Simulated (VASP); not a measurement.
# Ni (Fm-3m) in VASP: single point with PBE

Aim: the single point of Ni with PBE.

Program: VASP 6.6.1. These are calculated values, not measurements. Logs are shortened: lines on timing, memory, paths and dates and some standing lists are left out, and cuts for length are marked.

## 1. The cell of the first run

It takes space group Fm-3m (No. 225, cubic). Conventional cell: a = 3.687 Å, b = 3.687 Å, c = 3.687 Å, α = 90.00°, β = 90.00°, γ = 90.00°. Ni (site symmetry m-3m) has 12 Ni at 2.61 Å within 3.4 Å.

## 2. Single point, PBE, collinear spin, ferromagnetic start

File INCAR:

```
SYSTEM = Ni
ALGO = Normal
EDIFF = 1E-6
ENCUT = 600
GGA = PE
GGA_COMPAT = .FALSE.
ISIF = 2
ISMEAR = -1
ISPIN = 2
LASPH = .TRUE.
LCHARG = .FALSE.
LMAXMIX = 4
LORBIT = 11
LREAL = .FALSE.
LWAVE = .FALSE.
MAGMOM = 0.81
NBANDS = 15
NELM = 200
PREC = Accurate
SIGMA = 0.1
```

File KPOINTS:

```
k-points
0
G
  8 8 8
  0 0 0
```

File POSCAR:

```
Ni
1.0
    0.0000000000      1.8435000000      1.8435000000
    1.8435000000      0.0000000000      1.8435000000
    1.8435000000      1.8435000000      0.0000000000
Ni
1
Direct
    0.0000000000      0.0000000000      0.0000000000
```

Potentials or basis: VASP PAW PBE potentials, release 64 (Ni).

Launch:

```sh
$ cat potpaw_PBE.64/Ni/POTCAR > POTCAR
$ mpirun -np 1 vasp_std > vasp.out
```

OUTCAR:

```text
SYSTEM = Ni
   EDIFF = 1E-6
   ENCUT = 600
   GGA = PE
   ISIF = 2
   ISMEAR = -1
   ISPIN = 2
   LASPH = .TRUE.
   LORBIT = 11
   LREAL = .FALSE.
   NELM = 200
   PREC = Accurate

 ion  position               nearest neighbor table
   1  0.000  0.000  0.000-

  LATTYP: Found a face centered cubic cell.
 ALAT       =     3.6870000000

  Lattice vectors:

 A1 = (   0.0000000000,   1.8435000000,   1.8435000000)
 A2 = (   1.8435000000,   0.0000000000,   1.8435000000)
 A3 = (   1.8435000000,   1.8435000000,   0.0000000000)

Analysis of symmetry for initial positions (statically):
=====================================================================
 Subroutine PRICEL returns:
 Original cell was already a primitive cell.

 Routine SETGRP: Setting up the symmetry group for a
 face centered cubic supercell.

 Subroutine GETGRP returns: Found 48 space group operations
 (whereof 48 operations were pure point group operations)
 out of a pool of 48 trial point group operations.

The static configuration has the point symmetry O_h .

Analysis of symmetry for dynamics (positions and initial velocities):
=====================================================================
 Subroutine PRICEL returns:
 Original cell was already a primitive cell.

 Routine SETGRP: Setting up the symmetry group for a
 face centered cubic supercell.

 Subroutine GETGRP returns: Found 48 space group operations
 (whereof 48 operations were pure point group operations)
 out of a pool of 48 trial point group operations.

The dynamic configuration has the point symmetry O_h .

Analysis of structural, dynamic, and magnetic symmetry:
=====================================================================
 Subroutine PRICEL returns:
 Original cell was already a primitive cell.

 Routine SETGRP: Setting up the symmetry group for a
 face centered cubic supercell.

 Subroutine GETGRP returns: Found 48 space group operations
 (whereof 48 operations were pure point group operations)
 out of a pool of 48 trial point group operations.

The overall configuration has the point symmetry O_h .

 Subroutine INISYM returns: Found 48 space group operations
 (whereof 48 operations are pure point group operations),
 and found     1 'primitive' translations

----------------------------------------------------------------------------------------

                                     Primitive cell

  volume of cell :      12.5302

  direct lattice vectors                    reciprocal lattice vectors
     0.000000000  1.843500000  1.843500000    -0.271223217  0.271223217  0.271223217
     1.843500000  0.000000000  1.843500000     0.271223217 -0.271223217  0.271223217
     1.843500000  1.843500000  0.000000000     0.271223217  0.271223217 -0.271223217

  length of vectors
     2.607102702  2.607102702  2.607102702     0.469772392  0.469772392  0.469772392

  position of ions in fractional coordinates (direct lattice)
     0.000000000  0.000000000  0.000000000

  ion indices of the primitive-cell ions
   primitive index   ion index
                 1           1

----------------------------------------------------------------------------------------

 KPOINTS: k-points

Automatic generation of k-mesh.
 Grid dimensions read from file:
 generate k-points for:    8    8    8

 Generating k-lattice:

  Cartesian coordinates                     Fractional coordinates (reciprocal lattice)
    -0.033902902  0.033902902  0.033902902     0.125000000  0.000000000  0.000000000
     0.033902902 -0.033902902  0.033902902     0.000000000  0.125000000  0.000000000
     0.033902902  0.033902902 -0.033902902     0.000000000  0.000000000  0.125000000

  Length of vectors
     0.058721549  0.058721549  0.058721549

  Shift w.r.t. Gamma in fractional coordinates (k-lattice)
     0.000000000  0.000000000  0.000000000

 Subroutine IBZKPT returns following result:
 ===========================================

 Found     29 irreducible k-points:

 Following reciprocal coordinates:
            Coordinates               Weight
  0.000000  0.000000  0.000000      1.000000
  0.125000  0.000000  0.000000      8.000000
  0.250000  0.000000  0.000000      8.000000
  0.375000  0.000000  0.000000      8.000000
  0.500000  0.000000  0.000000      4.000000
  0.125000  0.125000  0.000000      6.000000
[... 16 lines left out ...]
  0.500000  0.250000  0.125000     48.000000
 -0.375000  0.250000  0.125000     24.000000
 [... further k-points ...]
   k-points           NKPTS =     29   k-points in BZ     NKDIM =     29   number of bands    NBANDS=     15
   number of dos      NEDOS =    301   number of ions     NIONS =      1
   total plane-waves  NPLWV =  13824
   dimension x,y,z NGX =    24 NGY =   24 NGZ =   24
   dimension x,y,z NGXF=    48 NGYF=   48 NGZF=   48
   ions per type =               1
   NGX,Y,Z   is equivalent  to a cutoff of  15.30, 15.30, 15.30 a.u.
   NGXF,Y,Z  is equivalent  to a cutoff of  30.61, 30.61, 30.61 a.u.
 SYSTEM =  Ni
   PREC   = accura    normal or accurate (medium, high low for compatibility)
   ISTART =      0    job   : 0-new  1-cont  2-samecut
   ICHARG =      2    charge: 1-file 2-atom 10-const
   ISPIN  =      2    spin polarized calculation?
   LNONCOLLINEAR =      F non collinear calculations
   LSORBIT =      F    spin-orbit coupling
   LASPH  =      T    aspherical Exc in radial PAW
   ENCUT  =  600.0 eV  44.10 Ry    6.64 a.u.   5.21  5.21  5.21*2*pi/ulx,y,z
   NELM   =    200;   NELMIN=  2; NELMDL= -5     # of ELM steps
   EDIFF  = 0.1E-05   stopping-criterion for ELM
   LREAL  =      F    real-space projection
   EDIFFG = 0.1E-04   stopping-criterion for IOM
   NSW    =      0    number of steps for IOM
   IBRION =     -1    ionic relax: 0-MD 1-quasi-New 2-CG
   NFREE  =      0    steps in history (QN), initial steepest desc. (CG)
   ISIF   =      2    stress and relaxation
   ISYM   =      2    0-nonsym 1-usesym 2-fastsym
   POTIM  = 0.5000    time-step for ionic-motion
   TEBEG  =    0.0;   TEEND  =   0.0 temperature during run
   PSTRESS=    0.0 pullay stress
   NELECT =      10.0000    total number of electrons
   NUPDOWN=      -1.0000    fix difference up-down
   EMIN   =  10.00;   EMAX   =-10.00  energy-range for DOS
   EFERMI =   0.00;   METHOD = LEGACY
   ISMEAR =    -1;   SIGMA  =   0.10  broadening in eV -4-tet -1-fermi 0-gaus
   EFERMI_NEDOS =   21; number of points for ismear=-14 and -15
   IALGO  =     38    algorithm
   IMIX   =      4    mixing-type and parameters
     AMIX     =   0.40;   BMIX     =  1.00
     AMIX_MAG =   1.60;   BMIX_MAG =  1.00
  volume/ion in A,a.u.               =      12.53        84.56
  Fermi-wavevector in a.u.,A,eV,Ry     =   1.518524  2.869594 31.373885  2.305915
  Thomas-Fermi vector in A             =   2.627633
   LORBIT       =     11    0 simple, 1 ext, 2 COOP (PROOUT), +10 PAW based schemes
   GGA     = PE    functional components
   LHFCALC =     F    Hartree Fock is set to
   AEXX    =    0.0000 exact exchange contribution
   IVDW    =     0    specifies the selected vdW correction
   LEPSILON=     F    determine dielectric tensor
   LRPA    =     F    only Hartree local field effects (RPA)
 spin polarized calculation
  energy-cutoff  :      600.00
  volume of cell :       12.53
 maximum number of plane-waves:       444
 NGX is ok and might be reduce to    24
   NGX = 11   NGY = 11   NGZ = 11

 number of electron      10.0000003 magnetization       0.6862502

 Free energy of the ion-electron system (eV)
  ---------------------------------------------------
  ext. energy  EPLUGINS =         0.00000000
  ---------------------------------------------------
  free energy    TOTEN  =        -5.38935879 eV

  energy without entropy =       -5.32693947  energy(sigma->0) =       -5.35814913

 E-fermi :   7.5261     XC(G=0): -12.4439

 val. band max:        7.5049903251   @ k =   0.3750   0.3750   0.0000
 cond. band min:       7.5396960823   @ k =   0.5000   0.3750   0.1250
 fundamental gap:      0.0347057572
 Fermi energy:         7.5260680027

 spin component 1

 k-point     1 :       0.0000    0.0000    0.0000
  band No.  band energies     occupation
      1      -0.5505      1.00000
      2       5.3786      1.00000
      3       5.3786      1.00000
      4       5.3786      1.00000
      5       6.3342      0.99999
      6       6.3342      0.99999
      7      30.0377      0.00000
      8      32.8113      0.00000
      9      32.8113      0.00000
     10      32.8113      0.00000
     11      35.4154      0.00000
     12      35.4154      0.00000
     13      35.4154      0.00000
     14      38.6286      0.00000
     15      43.5095      0.00000

 k-point     2 :       0.1250    0.0000    0.0000
  band No.  band energies     occupation
      1      -0.0060      1.00000
      2       5.2682      1.00000
      3       5.4759      1.00000
      4       5.4759      1.00000
      5       6.3019      1.00000
      6       6.3019      1.00000
      7      26.6455      0.00000
      8      30.7140      0.00000
      9      31.7284      0.00000
     10      31.7284      0.00000
     11      36.9104      0.00000
     12      37.1245      0.00000
     13      37.1245      0.00000
     14      40.3813      0.00000
     15      40.3813      0.00000
[... 365 lines left out ...]
      3       5.1476      1.00000
      4       6.0092      1.00000
      5       6.6079      0.99990
      6       8.3636      0.00023
      7      16.2823      0.00000
      8      21.5271      0.00000
      9      24.3458      0.00000
     10      31.4985      0.00000
     11      34.9601      0.00000
     12      38.6598      0.00000
     13      41.9056      0.00000
     14      46.1571      0.00000
     15      48.8379      0.00000

 k-point    24 :      -0.3750    0.2500    0.1250
  band No.  band energies     occupation
      1       4.1212      1.00000
      2       4.8819      1.00000
      3       5.3387      1.00000
      4       5.9112      1.00000
      5       6.7804      0.99942
      6      10.5518      0.00000
      7      12.6982      0.00000
      8      22.2032      0.00000
      9      22.6305      0.00000
     10      31.1828      0.00000
     11      34.9050      0.00000
     12      41.9734      0.00000
     13      43.6874      0.00000
     14      44.2524      0.00000
     15      45.9133      0.00000

 [... further k-points ...]

 spin component 2

 k-point     1 :       0.0000    0.0000    0.0000
  band No.  band energies     occupation
      1      -0.5918      1.00000
      2       6.1853      1.00000
      3       6.1853      1.00000
      4       6.1853      1.00000
      5       6.9918      0.99524
      6       6.9918      0.99524
      7      29.8486      0.00000
      8      32.8151      0.00000
      9      32.8151      0.00000
     10      32.8151      0.00000
     11      35.5077      0.00000
     12      35.5077      0.00000
     13      35.5077      0.00000
     14      38.4714      0.00000
     15      43.6621      0.00000

 k-point     2 :       0.1250    0.0000    0.0000
  band No.  band energies     occupation
      1      -0.0461      1.00000
      2       6.0546      1.00000
      3       6.2838      1.00000
      4       6.2838      1.00000
      5       6.9605      0.99652
      6       6.9605      0.99652
      7      26.6824      0.00000
      8      30.5848      0.00000
      9      31.7879      0.00000
     10      31.7879      0.00000
     11      36.8266      0.00000
     12      37.1260      0.00000
     13      37.1260      0.00000
     14      40.5377      0.00000
     15      40.5377      0.00000
[... 365 lines left out ...]
      3       5.8095      1.00000
      4       6.6961      0.99975
      5       7.4155      0.75133
      6       8.9115      0.00000
      7      16.4677      0.00000
      8      21.6144      0.00000
      9      24.4162      0.00000
     10      31.5084      0.00000
     11      34.9672      0.00000
     12      38.7229      0.00000
     13      41.8621      0.00000
     14      46.2163      0.00000
     15      48.9834      0.00000

 k-point    24 :      -0.3750    0.2500    0.1250
  band No.  band energies     occupation
      1       4.6680      1.00000
      2       5.3539      1.00000
      3       5.9893      1.00000
      4       6.5881      0.99992
      5       7.6193      0.28246
      6      10.7936      0.00000
      7      13.0420      0.00000
      8      22.2598      0.00000
      9      22.7366      0.00000
     10      31.1751      0.00000
     11      34.9331      0.00000
     12      41.9193      0.00000
     13      43.7367      0.00000
     14      44.3207      0.00000
     15      46.0399      0.00000

 [... further k-points ...]
[... 5 lines left out ...]
  --------------------------------------------------------------------------------------
  -------------------------------------------------------------------------------------
  Total       -1.4895834     -1.4895834     -1.4895834     -0.0000000      0.0000000     -0.0000000
  in kB     -190.4653527   -190.4653527   -190.4653527     -0.0000000      0.0000000     -0.0000000
  external PRESSURE =    -190.4653527 kB  Pullay stress =       0.0000000 kB

 VOLUME and BASIS-vectors are now :
 -----------------------------------------------------------------------------
  energy-cutoff  :      600.00
  volume of cell :       12.53
      direct lattice vectors                 reciprocal lattice vectors
     0.000000000  1.843500000  1.843500000    -0.271223217  0.271223217  0.271223217
     1.843500000  0.000000000  1.843500000     0.271223217 -0.271223217  0.271223217
     1.843500000  1.843500000  0.000000000     0.271223217  0.271223217 -0.271223217

 POSITION                                       TOTAL-FORCE (eV/Angst)
 -----------------------------------------------------------------------------------
      0.00000      0.00000      0.00000         0.000000      0.000000      0.000000
 -----------------------------------------------------------------------------------
    total drift:                               -0.000000      0.000000     -0.000000

  FREE ENERGIE OF THE ION-ELECTRON SYSTEM (eV)
  ---------------------------------------------------
  free  energy   TOTEN  =        -5.3893587869 eV

  energy  without entropy=       -5.3269394726  energy(sigma->0) =       -5.35814913

 total charge

# of ion       s       p       d       tot
------------------------------------------
    1        0.444   0.387   8.262   9.093

 magnetization (x)

# of ion       s       p       d       tot
------------------------------------------
    1       -0.005  -0.023   0.740   0.712
```

It took 8.2 s on 1 thread of Intel Xeon Platinum 8488C (Sapphire Rapids), shared host; peak memory 0.15 GiB.

What came out:

| Property | Result |
| --- | --- |
| Free energy | -5.3894 eV |
| Pressure | -19.0 GPa |
| Net moment | 0.69 μB per cell |
| Site moments | Ni +0.71 μB |
| Valence electrons inside the program's atomic spheres | Ni 9.09 |

Caveat: the k points lie up to 0.37 Å⁻¹ apart.
